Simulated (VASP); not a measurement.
**Ga: single point with PBE**

Ga:

```
Ga
1.0
     2.51081    0.00000    0.00000
     0.00000    2.51081    0.00000
     0.00000    0.00000    2.51081
Ga
1
Cartesian
  0.0000 0.0000 0.0000
```

```json
{
 "Program": "VASP 6.6.1",
 "Task": "single point",
 "Functional": "PBE",
 "Potentials or basis": "VASP PAW PBE potentials, release 64 (Ga_d)",
 "Cutoff": "520 eV",
 "k mesh": "10 × 10 × 10",
 "Occupations": "methfessel-paxton, width 0.05 eV",
 "Spin": "no spin polarisation",
 "Dipole correction": "no",
 "Further INCAR settings": "ALGO = Normal; EDIFF = 1e-06; NBANDS = 12"
}
```

| Item | Value |
| --- | --- |
| Pressure | 20.2 GPa |

Levels at points of the mesh, in eV from the Fermi level:
```
           k point  band 3  band 4  band 5  band 6  band 7  band 8  band 9  band 10
(0.00, 0.00, 0.00)  -14.58  -14.58  -14.58  -12.23   10.77   10.77   10.77    13.66
(0.50, 0.00, 0.00)  -14.83  -14.83  -14.56   -6.46   -5.22   15.35   15.35    18.33
(0.50, 0.50, 0.00)  -14.79  -14.79  -14.36   -0.91   -0.91   -0.47    4.33    20.33
(0.50, 0.50, 0.50)  -15.19  -14.35  -14.35    3.30    3.30    3.30    7.13     9.07
```

Run time: 12 s on 1 thread of Intel Xeon 8259CL, on a shared host, peak memory 0.13 GiB.
